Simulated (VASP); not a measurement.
Input of a VASP 6.6.1 run:

Contents of INCAR:

```
SYSTEM = Te6Mo3H
PREC = Accurate ; ENCUT = 400
EDIFF = 1E-6 ; ISMEAR = 0
SIGMA = 0.05 ; LREAL = .FALSE.
LASPH = .TRUE. ; NELM = 120
ALGO = Normal ; ISIF = 2
LWAVE = .FALSE. ; LCHARG = .FALSE.
GGA = PS ; IVDW = 12
NBANDS = 50 ; GGA_COMPAT = .FALSE.
```

File KPOINTS:

```
regular mesh
0
G
  9 9 2
  0 0 0
```

Contents of POSCAR:

```
Te6Mo3H
1.0
    3.4334342720      0.0000000000      0.0000000000
   -1.7167171360      2.9734413017      0.0000000000
    0.0000000000      0.0000000000     20.7704294686
Te Mo H
6 3 1
Direct
    0.0000000000      0.0000000000      0.9125759363
    0.3333333333      0.6666666667      0.5917818730
    0.3333333333      0.6666666667      0.2333053354
    0.3333333333      0.6666666667      0.7666946646
    0.3333333333      0.6666666667      0.4082181270
    0.0000000000      0.0000000000      0.0874240637
    0.0000000000      0.0000000000      0.6791511892
    0.0000000000      0.0000000000      0.3208488108
    0.3333333333      0.6666666667      0.0000000000
    0.3643568367      0.3071784183      0.0856769680
```

Potentials or basis: VASP PAW PBE potentials, release 64 (Te, Mo_sv, H).

Run with:

```console
$ cat potpaw_PBE.64/Te/POTCAR potpaw_PBE.64/Mo_sv/POTCAR potpaw_PBE.64/H/POTCAR > POTCAR
$ mpirun -np 1 vasp_std > vasp.out
```

Q: What does it give for the largest force?

A: 26.056 eV/Å.

Q: Predict the dispersion energy per atom.

A: -0.504 eV.

Forces on the atoms (eV/Å):
```
Te    0.020   0.015   0.061
Te   -0.001   0.001  -0.054
Te   -0.021  -0.021   0.009
Te   -0.012   0.003   0.050
Te   -0.001   0.002   0.050
Te  -15.785 -20.575   2.526
Mo    0.002   0.000   0.002
Mo   -0.003  -0.014  -0.002
Mo   -0.400   0.320  -2.429
H    16.202  20.270  -0.212
```

Caveat: the PAW data sets were made with another functional, which shifts forces and pressure a little.
